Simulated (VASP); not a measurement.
Wanted: the native input for a VASP 6.6.1 run.

```yaml
Task: single point
Functional: PBE
Potentials_or_basis: VASP PAW PBE potentials, release 64 (Tl_d, H)
Cutoff: 520 eV
k_mesh: 2 × 2 × 3
Occupations: fermi-dirac, width 0.1 eV
Spin: no spin polarisation
Dipole_correction: no
Further_INCAR_settings: ALGO = Normal; EDIFF = 1e-06; NBANDS = 90
```

The structure of Tl12H (a cell with a defect) lies in POSCAR:

```
Tl12H
1.0
    6.9200000000      0.0000000000      0.0000000000
   -5.1900000000      8.9893440000      0.0000000000
    0.0000000000      0.0000000000      5.5325400000
Tl H
12 1
Direct
   -0.0711156824     -0.0744548212     -0.1737357525
    0.1283921537      0.2225190181      0.5435839596
    0.0258506513      0.3400359359     -0.0036511259
    0.0276763509      0.5301387954      0.4436298698
   -0.0691257894      0.6098554021     -0.0781196340
    0.1401098480      0.8690289303      0.2947470782
    0.5068510494      0.0074198963     -0.1289642732
    0.6429426236      0.2097038449      0.4251031172
    0.4931639310      0.3200567249      0.0128331652
    0.5406791134      0.5216954652      0.5518261052
    0.4541737997      0.6665669931      0.0025666330
    0.6145606029      0.8998765650      0.4213254671
   -0.1355341817      0.1060700314     -0.1392669551
```

One way to write it, as run:

INCAR

```
SYSTEM = Tl12H
PREC = Accurate ; ENCUT = 520
EDIFF = 1E-6 ; ISMEAR = -1
SIGMA = 0.1 ; LREAL = .FALSE.
LASPH = .TRUE. ; NELM = 80
ALGO = Normal ; ISIF = 2
LWAVE = .FALSE. ; LCHARG = .FALSE.
GGA = PE ; NBANDS = 90
```

KPOINTS

```
regular mesh
0
G
  2 2 3
  0 0 0
```

Potentials or basis: VASP PAW PBE potentials, release 64 (Tl_d, H).

The run is started by

```console
$ cat potpaw_PBE.64/Tl_d/POTCAR potpaw_PBE.64/H/POTCAR > POTCAR
$ mpirun -np 1 vasp_std > vasp.out
```

It gave:

```json
{"Pressure": "6.9 GPa", "Largest force": "1.139 eV/Å", "Band gap on the k mesh": "zero (an odd number of electrons rules out a gap without spin polarisation)"}
```

Caveat: the k points lie up to 0.46 Å⁻¹ apart, too coarse for converged energies and pressures of a metal; the atoms stand as in a frame of molecular dynamics; spin-orbit coupling is left out, which moves the levels of the heavy elements.

Wall time 5 min on 1 thread of AMD EPYC 7R43 64-Core Processor (Zen 3) (shared host), peak memory 0.48 GiB.
